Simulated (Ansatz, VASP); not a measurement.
One calculation of TaN, two programs

File INCAR:

```
SYSTEM = TaN
  ALGO = Normal
  EDIFF = 1E-7
  ENCUT = 520
  GGA = PS
  ISIF = 2
  ISMEAR = 0
  LASPH = .TRUE.
  LCHARG = .TRUE.
  LELF = .TRUE.
  LREAL = .FALSE.
  LVHAR = .TRUE.
  LWAVE = .FALSE.
  NBANDS = 24
  NELM = 60
  PREC = Accurate
  SIGMA = 0.15
```

File KPOINTS:

```
k-points
0
G
  18 18 10
  0 0 0
```

The input POSCAR:

```
TaN
1.0
    3.0500010905      0.0000000000      0.0000000000
   -1.5250005453      2.6413784260      0.0000000000
    0.0000000000      0.0000000000      4.8659000000
Ta N
2 2
Direct
    0.3333333333      0.6666666667      0.0000000000
    0.6666666667      0.3333333333      0.5000000000
    0.3333333333      0.6666666667      0.3850000000
    0.6666666667      0.3333333333      0.8850000000
```

Input for Ansatz:

```yaml
crystal:
  lattice:
    - [3.0500010905, 0.0, 0.0]
    - [-1.5250005453, 2.641378426, 0.0]
    - [0.0, 0.0, 4.8659]
  atoms:
    - { symbol: Ta, position: [0.3333333333, 0.6666666667, 0.0] }
    - { symbol: Ta, position: [0.6666666667, 0.3333333333, 0.5] }
    - { symbol: "N", position: [0.3333333333, 0.6666666667, 0.385] }
    - { symbol: "N", position: [0.6666666667, 0.3333333333, 0.885] }
basis:
  ecutwfc: 420
kpoints:
  mp_grid: { grid: [18, 18, 10] }
hamiltonian:
  xc: pbesol
scf:
  occupations: { method: gaussian, width: 0.15 }
output:
  forces: true
  stress: true
  eigenvalues: true
```

Change from the starting cell: strain -0.0150 x Voigt [0, 0, 1, 0, 0, 0], atoms carried along.

Alike in both runs: task single point; functional PBEsol; k mesh 18 × 18 × 10; occupations gaussian, width 0.15 eV; no spin polarisation.

```csv
,VASP,Ansatz
version,VASP 6.6.1,Ansatz 0.2.0
potentials or method,"VASP PAW PBE potentials, release 64 (Ta_pv, N), cutoff 520 eV","scalar-relativistic, plane waves, PAW"
valence electrons in the cell,32,36
```

```csv
,VASP,Ansatz,Ansatz less VASP
gap on the k mesh at the Fermi level (eV),none,none,-
pressure (GPa),139.7,136.1,-3.63
"traceless stress, the component that is largest in VASP (GPa)",-12.65,-12.47,+0.188
rms of the force components (eV/Å),0.906,0.894,-0.0117
```

VASP's potentials were made for PBE, not for PBEsol. Atom by atom the forces differ by 0.012 eV/Å (rms over components). A gap of «none» marks a metal or a gap that the smearing closes. Both programs put the cell under a high pressure, so it lies far from rest at this level. VASP's potentials hold 32 valence electrons a cell and Ansatz's 36, so a difference there can come from the potentials and not from the codes.

Neither program's run includes spin-orbit coupling. Noted on VASP's run: the cell as given lies far from equilibrium.
